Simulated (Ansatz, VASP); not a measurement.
# One calculation of RbBr, two programs

```xyz
2
Lattice="0.0000 3.4252 3.4252 3.4252 0.0000 3.4252 3.4252 3.4252 0.0000" Properties=species:S:1:pos:R:3 pbc="T T T"
Rb    0.0000    0.0000    0.0000
Br    3.4252    3.4252    3.4252
```

Alike in both runs: functional r2SCAN; dispersion rVV10; k mesh 6 × 6 × 6; occupations methfessel-paxton of order 1, width 0.05 eV; no spin polarisation.

Ansatz relaxed the structure, and its values are those at the end. VASP's run is a single point on that final structure, the one shown.

```csv
,VASP,Ansatz
version,VASP 6.6.1,Ansatz 0.2.0
potentials or method,"VASP PAW PBE potentials, release 64 (Rb_sv, Br)","plane waves, PAW"
plane-wave cutoff (eV),520,500
valence electrons in the cell,16,16
```

|  | VASP | Ansatz | Ansatz less VASP |
| --- | --- | --- | --- |
| pressure (GPa) | 0.1 | 0.0 | -0.08 |

VASP's potentials were made for PBE, not for r2SCAN.
